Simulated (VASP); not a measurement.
ZnS: single point with PBE

Crystal: ZnS.

```
Zn S
1.0
     3.78542    0.00000    0.00000
    -1.89271    3.27827    0.00000
     0.00000    0.00000    6.19216
Zn S
2 2
Direct
  0.33333 0.66667 0.00000
  0.66667 0.33333 0.50000
  0.33333 0.66667 0.38500
  0.66667 0.33333 0.88500
```

```
Program                : VASP 6.6.1
Task                   : single point
Functional             : PBE
Potentials or basis    : VASP PAW PBE potentials, release 64 (Zn, S)
Cutoff                 : 520 eV
k mesh                 : 8 × 8 × 5
Occupations            : fermi-dirac, width 0.03 eV
Spin                   : no spin polarisation
Dipole correction      : no
Further INCAR settings : ALGO = Normal; EDIFF = 1e-06; NBANDS = 26
```

```json
{
 "Pressure": "4.2 GPa",
 "Largest force": "0.348 eV/Å",
 "Band gap on the k mesh": "2.35 eV"
}
```

Forces on the atoms (eV/Å):
```
Zn   0.000  0.000  0.348
Zn   0.000  0.000  0.348
S    0.000  0.000 -0.348
S    0.000  0.000 -0.348
```

Stress tensor (GPa, compression positive):
```
4.97 0.00 0.00
0.00 4.97 0.00
0.00 0.00 2.59
```

Levels at points of the mesh, in eV from the valence-band top:
```tsv
k point	band 15	band 16	band 17	band 18	band 19	band 20	band 21	band 22
(0.00, 0.00, 0.00)	-0.88	0.00	0.00	0.00	2.35	3.04	6.29	6.29
(0.50, 0.00, 0.00)	-3.25	-2.32	-1.61	-1.01	3.60	4.33	5.17	7.13
```

Run time: 48 s on 1 thread of AMD EPYC 7R43 64-Core Processor (Zen 3) (shared host), peak memory 0.17 GiB.

Caveat: the cell stands under pressure.
